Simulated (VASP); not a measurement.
# TiAl (P-6m2) in VASP: further runs

TiAl is run at these levels: PBEsol; tasks: single point.

Program: VASP 6.6.1. These are calculated values, not measurements. Logs are shortened: lines on timing, memory, paths and dates and some standing lists are left out, and cuts for length are marked.

### 1 The cell of the first run

It takes space group P-6m2 (No. 187, hexagonal). The conventional cell has a = 2.905 Å, b = 2.905 Å, c = 4.742 Å, α = 90.00°, β = 90.00°, γ = 120.00°. Within 3.8 Å of Ti (site symmetry -6m2) lie 6 Al at 2.90 Å and 6 Ti at 2.90 Å. Al (site symmetry -6m2) has 6 Ti at 2.90 Å and 6 Al at 2.90 Å within 3.8 Å.

### 2 Single point, PBEsol

File INCAR:

```
PREC = Accurate ; ENCUT = 520
EDIFF = 1E-6 ; ISMEAR = 0
SIGMA = 0.15 ; LREAL = False
LASPH = True ; NELM = 80
ALGO = Normal ; ISIF = 2
LWAVE = False ; LCHARG = False
GGA = PS ; NBANDS = 14
```

File KPOINTS:

```
regular mesh
0
Gamma
  18 18 10
```

File POSCAR:

```
TiAl
1.0
    2.9045000000      0.0000000000      0.0000000000
   -1.4522500000      2.5153707853      0.0000000000
    0.0000000000      0.0000000000      4.7424000000
Ti Al
1 1
Direct
    0.0000000000      0.0000000000      0.0000000000
    0.3333333333      0.6666666667      0.5000000000
```

Potentials or basis: VASP PAW PBE potentials, release 64 (Ti_sv, Al).

Run with:

```bash
$ cat potpaw_PBE.64/Ti_sv/POTCAR potpaw_PBE.64/Al/POTCAR > POTCAR
$ mpirun -np 1 vasp_std > vasp.out
```

OUTCAR:

```text
PREC = Accurate
   ENCUT = 520
   EDIFF = 1E-6
   ISMEAR = 0
   LREAL = False
   LASPH = True
   NELM = 80
   ISIF = 2
   GGA = PS

 ion  position               nearest neighbor table
   1  0.000  0.000  0.000-   2 2.90   2 2.90   2 2.90   2 2.90   2 2.90   2 2.90
   2  0.333  0.667  0.500-   1 2.90   1 2.90   1 2.90   1 2.90   1 2.90   1 2.90

  LATTYP: Found a hexagonal cell.
 ALAT       =     2.9045000000
 C/A-ratio  =     1.6327767258

  Lattice vectors:

 A1 = (   2.9045000000,   0.0000000000,   0.0000000000)
 A2 = (  -1.4522500000,   2.5153707853,   0.0000000000)
 A3 = (   0.0000000000,   0.0000000000,   4.7424000000)

Analysis of symmetry for initial positions (statically):
=====================================================================
 Subroutine PRICEL returns:
 Original cell was already a primitive cell.

 Routine SETGRP: Setting up the symmetry group for a
 hexagonal supercell.

 Subroutine GETGRP returns: Found 12 space group operations
 (whereof 12 operations were pure point group operations)
 out of a pool of 24 trial point group operations.

The static configuration has the point symmetry D_3h.

Analysis of symmetry for dynamics (positions and initial velocities):
=====================================================================
 Subroutine PRICEL returns:
 Original cell was already a primitive cell.

 Routine SETGRP: Setting up the symmetry group for a
 hexagonal supercell.

 Subroutine GETGRP returns: Found 12 space group operations
 (whereof 12 operations were pure point group operations)
 out of a pool of 24 trial point group operations.

The dynamic configuration has the point symmetry D_3h.

 Subroutine INISYM returns: Found 12 space group operations
 (whereof 12 operations are pure point group operations),
 and found     1 'primitive' translations

----------------------------------------------------------------------------------------

                                     Primitive cell

  volume of cell :      34.6475

  direct lattice vectors                    reciprocal lattice vectors
     2.904500000  0.000000000  0.000000000     0.344293338  0.198777851  0.000000000
    -1.452250000  2.515370785  0.000000000     0.000000000  0.397555703  0.000000000
     0.000000000  0.000000000  4.742400000     0.000000000  0.000000000  0.210863698

  length of vectors
     2.904500000  2.904500000  4.742400000     0.397555703  0.397555703  0.210863698

  position of ions in fractional coordinates (direct lattice)
     0.000000000  0.000000000  0.000000000
     0.333333333  0.666666667  0.500000000

  ion indices of the primitive-cell ions
   primitive index   ion index
                 1           1
                 2           2

----------------------------------------------------------------------------------------

 KPOINTS: regular mesh

Automatic generation of k-mesh.
 Grid dimensions read from file:
 generate k-points for:   18   18   10

 Generating k-lattice:

  Cartesian coordinates                     Fractional coordinates (reciprocal lattice)
     0.019127408  0.011043214  0.000000000     0.055555556  0.000000000  0.000000000
     0.000000000  0.022086428  0.000000000     0.000000000  0.055555556  0.000000000
     0.000000000  0.000000000  0.021086370     0.000000000  0.000000000  0.100000000

  Length of vectors
     0.022086428  0.022086428  0.021086370

  Shift w.r.t. Gamma in fractional coordinates (k-lattice)
     0.000000000  0.000000000  0.000000000

 Subroutine IBZKPT returns following result:
 ===========================================

 Found    222 irreducible k-points:

 Following reciprocal coordinates:
            Coordinates               Weight
  0.000000  0.000000  0.000000      1.000000
  0.055556  0.000000  0.000000      6.000000
  0.111111  0.000000  0.000000      6.000000
  0.166667  0.000000  0.000000      6.000000
  0.222222  0.000000  0.000000      6.000000
  0.277778  0.000000  0.000000      6.000000
[... 16 lines left out ...]
  0.333333  0.111111  0.000000     12.000000
  0.388889  0.111111  0.000000     12.000000
 [... further k-points ...]
   k-points           NKPTS =    222   k-points in BZ     NKDIM =    222   number of bands    NBANDS=     14
   number of dos      NEDOS =    301   number of ions     NIONS =      2
   total plane-waves  NPLWV =  20736
   dimension x,y,z NGX =    24 NGY =   24 NGZ =   36
   dimension x,y,z NGXF=    48 NGYF=   48 NGZF=   72
   ions per type =               1   1
   NGX,Y,Z   is equivalent  to a cutoff of  13.74, 13.74, 12.62 a.u.
   NGXF,Y,Z  is equivalent  to a cutoff of  27.47, 27.47, 25.24 a.u.
 SYSTEM =  unknown system
   PREC   = accura    normal or accurate (medium, high low for compatibility)
   ISTART =      0    job   : 0-new  1-cont  2-samecut
   ICHARG =      2    charge: 1-file 2-atom 10-const
   ISPIN  =      1    spin polarized calculation?
   LNONCOLLINEAR =      F non collinear calculations
   LSORBIT =      F    spin-orbit coupling
   LASPH  =      T    aspherical Exc in radial PAW
   ENCUT  =  520.0 eV  38.22 Ry    6.18 a.u.   5.40  5.40  8.82*2*pi/ulx,y,z
   NELM   =     80;   NELMIN=  2; NELMDL= -5     # of ELM steps
   EDIFF  = 0.1E-05   stopping-criterion for ELM
   LREAL  =      F    real-space projection
   EDIFFG = 0.1E-04   stopping-criterion for IOM
   NSW    =      0    number of steps for IOM
   IBRION =     -1    ionic relax: 0-MD 1-quasi-New 2-CG
   NFREE  =      0    steps in history (QN), initial steepest desc. (CG)
   ISIF   =      2    stress and relaxation
   ISYM   =      2    0-nonsym 1-usesym 2-fastsym
   POTIM  = 0.5000    time-step for ionic-motion
   TEBEG  =    0.0;   TEEND  =   0.0 temperature during run
   PSTRESS=    0.0 pullay stress
   NELECT =      15.0000    total number of electrons
   NUPDOWN=      -1.0000    fix difference up-down
   EMIN   =  10.00;   EMAX   =-10.00  energy-range for DOS
   EFERMI =   0.00;   METHOD = LEGACY
   ISMEAR =     0;   SIGMA  =   0.15  broadening in eV -4-tet -1-fermi 0-gaus
   EFERMI_NEDOS =   21; number of points for ismear=-14 and -15
   IALGO  =     38    algorithm
   IMIX   =      4    mixing-type and parameters
     AMIX     =   0.40;   BMIX     =  1.00
     AMIX_MAG =   1.60;   BMIX_MAG =  1.00
  volume/ion in A,a.u.               =      17.32       116.91
  Fermi-wavevector in a.u.,A,eV,Ry     =   1.238458  2.340347 20.868330  1.533779
  Thomas-Fermi vector in A             =   2.372983
   LORBIT       =      0    0 simple, 1 ext, 2 COOP (PROOUT), +10 PAW based schemes
   GGA     = PS    functional components
   LHFCALC =     F    Hartree Fock is set to
   AEXX    =    0.0000 exact exchange contribution
   IVDW    =     0    specifies the selected vdW correction
   LEPSILON=     F    determine dielectric tensor
   LRPA    =     F    only Hartree local field effects (RPA)
 non-spin polarized calculation
 Gauss-broadening in eV      SIGMA  =   0.15
  energy-cutoff  :      520.00
  volume of cell :       34.65
 maximum number of plane-waves:       966
 NGX is ok and might be reduce to    24
   NGX = 11   NGY = 11   NGZ = 17

 number of electron      14.9999996 magnetization

 Free energy of the ion-electron system (eV)
  ---------------------------------------------------
  ext. energy  EPLUGINS =         0.00000000
  ---------------------------------------------------
  free energy    TOTEN  =       -12.89961721 eV

  energy without entropy =      -12.87080746  energy(sigma->0) =      -12.88521234

 E-fermi :   7.3807     XC(G=0): -10.8655

 val. band max:        7.3803516320   @ k =   0.2222   0.0556   0.4000
 cond. band min:       7.3840352534   @ k =   0.1667   0.0556   0.4000
 fundamental gap:      0.0036836214
 Fermi energy:         7.3806634411

 k-point     1 :       0.0000    0.0000    0.0000
  band No.  band energies     occupation
      1     -49.0036      2.00000
      2     -25.4189      2.00000
      3     -25.0325      2.00000
      4     -25.0325      2.00000
      5      -1.3518      2.00000
      6       5.1159      2.00000
      7       5.5745      2.00000
      8       8.6085      0.00000
      9       8.6085      0.00000
     10      10.0094      0.00000
     11      10.0094      0.00000
     12      11.0707      0.00000
     13      19.9411      0.00000
     14      19.9411      0.00000

 k-point     2 :       0.0556    0.0000    0.0000
  band No.  band energies     occupation
      1     -49.0012      2.00000
      2     -25.4165      2.00000
      3     -25.0485      2.00000
      4     -25.0362      2.00000
      5      -1.2770      2.00000
      6       5.1976      2.00000
      7       5.5861      2.00000
      8       8.5382      0.00000
      9       8.6682      0.00000
     10       9.9893      0.00000
     11      10.0255      0.00000
     12      11.0877      0.00000
     13      18.6391      0.00000
     14      19.1590      0.00000

 k-point     3 :       0.1111    0.0000    0.0000
  band No.  band energies     occupation
      1     -48.9940      2.00000
      2     -25.4094      2.00000
      3     -25.0941      2.00000
      4     -25.0466      2.00000
      5      -1.0539      2.00000
      6       5.4330      2.00000
      7       5.6193      2.00000
      8       8.3451      0.00000
      9       8.8437      0.00000
     10       9.9318      0.00000
     11      10.0769      0.00000
     12      11.1355      0.00000
     13      16.8333      0.00000
     14      18.2478      0.00000
[... 324 lines left out ...]
 k-point    23 :       0.3333    0.1111    0.0000
  band No.  band energies     occupation
      1     -48.9278      2.00000
      2     -25.4755      2.00000
      3     -25.3433      2.00000
      4     -25.1724      2.00000
      5       2.3086      2.00000
      6       6.0002      2.00000
      7       6.2305      2.00000
      8       6.9344      1.99997
      9       9.0189      0.00000
     10      10.0887      0.00000
     11      11.2347      0.00000
     12      11.5275      0.00000
     13      12.4783      0.00000
     14      13.4522      0.00000

 k-point    24 :       0.3889    0.1111    0.0000
  band No.  band energies     occupation
      1     -48.9210      2.00000
      2     -25.5130      2.00000
      3     -25.3365      2.00000
      4     -25.1856      2.00000
      5       3.2576      2.00000
      6       5.4597      2.00000
      7       6.0536      2.00000
      8       6.6594      2.00000
      9       8.9051      0.00000
     10      10.3134      0.00000
     11      11.2103      0.00000
     12      11.8624      0.00000
     13      12.7124      0.00000
     14      13.5410      0.00000

 [... further k-points ...]
[... 5 lines left out ...]
  --------------------------------------------------------------------------------------
  -------------------------------------------------------------------------------------
  Total       -1.2679489     -1.2679489     -1.6854666      0.0000000      0.0000000      0.0000000
  in kB      -58.6328174    -58.6328174    -77.9397756      0.0000000      0.0000000      0.0000000
  external PRESSURE =     -65.0684702 kB  Pullay stress =       0.0000000 kB

 VOLUME and BASIS-vectors are now :
 -----------------------------------------------------------------------------
  energy-cutoff  :      520.00
  volume of cell :       34.65
      direct lattice vectors                 reciprocal lattice vectors
     2.904500000  0.000000000  0.000000000     0.344293338  0.198777851  0.000000000
    -1.452250000  2.515370785  0.000000000     0.000000000  0.397555703  0.000000000
     0.000000000  0.000000000  4.742400000     0.000000000  0.000000000  0.210863698

 POSITION                                       TOTAL-FORCE (eV/Angst)
 -----------------------------------------------------------------------------------
      0.00000      0.00000      0.00000         0.000000      0.000000      0.000000
     -0.00000      1.67691      2.37120        -0.000000      0.000000      0.000000
 -----------------------------------------------------------------------------------
    total drift:                                0.000000     -0.000000      0.000000

  FREE ENERGIE OF THE ION-ELECTRON SYSTEM (eV)
  ---------------------------------------------------
  free  energy   TOTEN  =       -12.8996172113 eV

  energy  without entropy=      -12.8708074600  energy(sigma->0) =      -12.88521234
```

Wall time 2.1 min (1 thread of Intel Xeon 8259CL, shared host); peak memory 0.24 GiB.

What came out:

```yaml
Free_energy: -12.8996 eV
Pressure: -6.5 GPa
Band_gap_on_the_k_mesh: zero (an odd number of electrons rules out a gap without spin polarisation)
```

Stress tensor (GPa, compression positive):
```
-5.86  0.00  0.00
 0.00 -5.86  0.00
 0.00  0.00 -7.79
```

Caveat: the cell stands under tension; the PAW data sets were made with another functional, which shifts forces and pressure a little.

### 3 Single point, PBEsol

This run uses another cell than the first one, of 17.43 Å³/atom.

File INCAR:

```
  PREC = Accurate
  ENCUT = 520
  EDIFF = 1E-6
  ISMEAR = 0
  SIGMA = 0.15
  LREAL = F
  LASPH = T
  NELM = 80
  ALGO = Fast
  ISIF = 2
  LWAVE = F
  LCHARG = F
  GGA = PS
  NBANDS = 14
```

KPOINTS is that of step 2.

File POSCAR:

```
TiAl
1.0
    2.8950000000      0.0000000000      0.0000000000
   -1.4475000000      2.5071435440      0.0000000000
    0.0000000000      0.0000000000      4.8040000000
Ti Al
1 1
Direct
    0.0000000000      0.0000000000      0.0000000000
    0.3333333333      0.6666666667      0.5000000000
```

Potentials or basis: VASP PAW PBE potentials, release 64 (Ti_sv, Al).

Run with:

```bash
$ cat potpaw_PBE.64/Ti_sv/POTCAR potpaw_PBE.64/Al/POTCAR > POTCAR
$ mpirun -np 1 vasp_std > vasp.out
```

OUTCAR:

```text
PREC = Accurate
   ENCUT = 520
   EDIFF = 1E-6
   ISMEAR = 0
   LREAL = F
   LASPH = T
   NELM = 80
   ISIF = 2
   GGA = PS

 ion  position               nearest neighbor table
   1  0.000  0.000  0.000-   2 2.93   2 2.93   2 2.93   2 2.93   2 2.93   2 2.93
   2  0.333  0.667  0.500-   1 2.93   1 2.93   1 2.93   1 2.93   1 2.93   1 2.93

  LATTYP: Found a hexagonal cell.
 ALAT       =     2.8950000000
 C/A-ratio  =     1.6594127807

  Lattice vectors:

 A1 = (   2.8950000000,   0.0000000000,   0.0000000000)
 A2 = (  -1.4475000000,   2.5071435440,   0.0000000000)
 A3 = (   0.0000000000,   0.0000000000,   4.8040000000)

Analysis of symmetry for initial positions (statically):
=====================================================================
 Subroutine PRICEL returns:
 Original cell was already a primitive cell.

 Routine SETGRP: Setting up the symmetry group for a
 hexagonal supercell.

 Subroutine GETGRP returns: Found 12 space group operations
 (whereof 12 operations were pure point group operations)
 out of a pool of 24 trial point group operations.

[... 168 lines left out ...]
 fundamental gap:      0.0063424713
 Fermi energy:         7.3331694680

 k-point     1 :       0.0000    0.0000    0.0000
  band No.  band energies     occupation
      1     -49.0635      2.00000
      2     -25.4789      2.00000
      3     -25.0819      2.00000
      4     -25.0819      2.00000
      5      -1.4060      2.00000
      6       5.0020      2.00000
      7       5.4075      2.00000
      8       8.5615      0.00000
      9       8.5615      0.00000
     10       9.9839      0.00000
     11       9.9839      0.00000
     12      10.8115      0.00000
     13      20.0091      0.00000
     14      20.0091      0.00000
[... 377 lines left out ...]
      1     -48.9777      2.00000
      2     -25.5765      2.00000
      3     -25.3942      2.00000
      4     -25.2394      2.00000
      5       3.2370      2.00000
      6       5.4542      2.00000
      7       6.0011      2.00000
      8       6.6018      2.00000
      9       8.8727      0.00000
     10      10.2315      0.00000
     11      11.1060      0.00000
     12      11.7269      0.00000
     13      12.6362      0.00000
     14      13.4633      0.00000

 [... further k-points ...]
[... 5 lines left out ...]
  --------------------------------------------------------------------------------------
  -------------------------------------------------------------------------------------
  Total       -1.2750906     -1.2750906     -2.1524074      0.0000000      0.0000000      0.0000000
  in kB      -58.5896450    -58.5896450    -98.9018206      0.0000000      0.0000000      0.0000000
  external PRESSURE =     -72.0270369 kB  Pullay stress =       0.0000000 kB

 VOLUME and BASIS-vectors are now :
 -----------------------------------------------------------------------------
  energy-cutoff  :      520.00
  volume of cell :       34.87
      direct lattice vectors                 reciprocal lattice vectors
     2.895000000  0.000000000  0.000000000     0.345423143  0.199430145  0.000000000
    -1.447500000  2.507143544  0.000000000     0.000000000  0.398860290  0.000000000
     0.000000000  0.000000000  4.804000000     0.000000000  0.000000000  0.208159867

 POSITION                                       TOTAL-FORCE (eV/Angst)
 -----------------------------------------------------------------------------------
      0.00000      0.00000      0.00000         0.000000      0.000000      0.000000
     -0.00000      1.67143      2.40200        -0.000000      0.000000      0.000000
 -----------------------------------------------------------------------------------
    total drift:                                0.000000     -0.000000      0.000000

  FREE ENERGIE OF THE ION-ELECTRON SYSTEM (eV)
  ---------------------------------------------------
  free  energy   TOTEN  =       -12.8832448302 eV

  energy  without entropy=      -12.8554259909  energy(sigma->0) =      -12.86933541
```

OSZICAR:

```text
N       E                     dE             d eps       ncg     rms          rms(c)
DAV:   1     0.978126959527E+02    0.97813E+02   -0.70232E+03  6224   0.107E+03
DAV:   2    -0.864101095748E+01   -0.10645E+03   -0.10244E+03  6480   0.295E+02
DAV:   3    -0.143779391612E+02   -0.57369E+01   -0.56076E+01  9516   0.659E+01
[... 21 lines left out ...]
RMM:  25    -0.128832394646E+02   -0.25858E-05   -0.30934E-05  7158   0.213E-02    0.325E-03
RMM:  26    -0.128832413976E+02   -0.19329E-05   -0.22061E-05  6942   0.183E-02    0.871E-04
RMM:  27    -0.128832428889E+02   -0.14913E-05   -0.15869E-05  6056   0.150E-02    0.193E-03
RMM:  28    -0.128832440110E+02   -0.11222E-05   -0.11842E-05  5626   0.128E-02    0.244E-03
RMM:  29    -0.128832448302E+02   -0.81913E-06   -0.78657E-06  6180   0.113E-02
   1 F= -.12883245E+02 E0= -.12869335E+02  d E =-.278188E-01
```

It took 5.2 min on 1 thread of Intel Xeon 8259CL, shared host; peak memory 0.24 GiB.

Results:

```
Free energy            : -12.8832 eV
Pressure               : -7.2 GPa
Band gap on the k mesh : zero (an odd number of electrons rules out a gap without spin polarisation)
```

Caveat: the cell stands under tension; the PAW data sets were made with another functional, which shifts forces and pressure a little.

[end of part 1 of 2]
